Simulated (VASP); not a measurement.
Input of a VASP 6.6.1 run:

The input POSCAR:

```
CaO
1.0
    0.0000000000      2.3974236343      2.3974236343
    2.3974236343      0.0000000000      2.3974236343
    2.3974236343      2.3974236343      0.0000000000
Ca O
1 1
Direct
    0.5000000000      0.5000000000      0.5000000000
    0.0000000000      0.0000000000      0.0000000000
```

INCAR.step1

```
SYSTEM = CaO
PREC = Accurate
ENCUT = 520
ISMEAR = -4
SIGMA = 0.1
LREAL = .False.
LASPH = .True.
NELM = 60
NBANDS = 15
GGA = PE
ALGO = Normal
EDIFF = 1E-4
LWAVE = .True.
LCHARG = .False.
```

INCAR.step2

```
SYSTEM = CaO
PREC = Accurate
ENCUT = 520
EDIFF = 1E-7
ISMEAR = -4
SIGMA = 0.1
LREAL = .False.
LASPH = .True.
NELM = 60
ALGO = Normal
ISIF = 2
LWAVE = .False.
LCHARG = .False.
METAGGA = R2SCAN
LMIXTAU = .True.
NBANDS = 15
ISTART = 1
```

KPOINTS

```
regular mesh
0
Gamma
  8 8 8
  0 0 0
```

Potentials or basis: VASP PAW PBE potentials, release 64 (Ca_sv, O).

The run is started by

```bash
$ cat potpaw_PBE.64/Ca_sv/POTCAR potpaw_PBE.64/O/POTCAR > POTCAR
$ cp INCAR.step1 INCAR
$ mpirun -np 1 vasp_std > vasp.out
$ cp INCAR.step2 INCAR
$ mpirun -np 1 vasp_std > vasp.out
```

Q: What does it give for the band gap on the k mesh?

A: 4.19 eV, indirect (least direct gap 4.56 eV).

Q: Estimate the pressure.

A: 1.1 GPa.

Caveat: the PAW data sets were made with another functional, which shifts forces and pressure a little. r2SCAN opens gaps a little over a GGA but as a rule still falls short of measured ones.
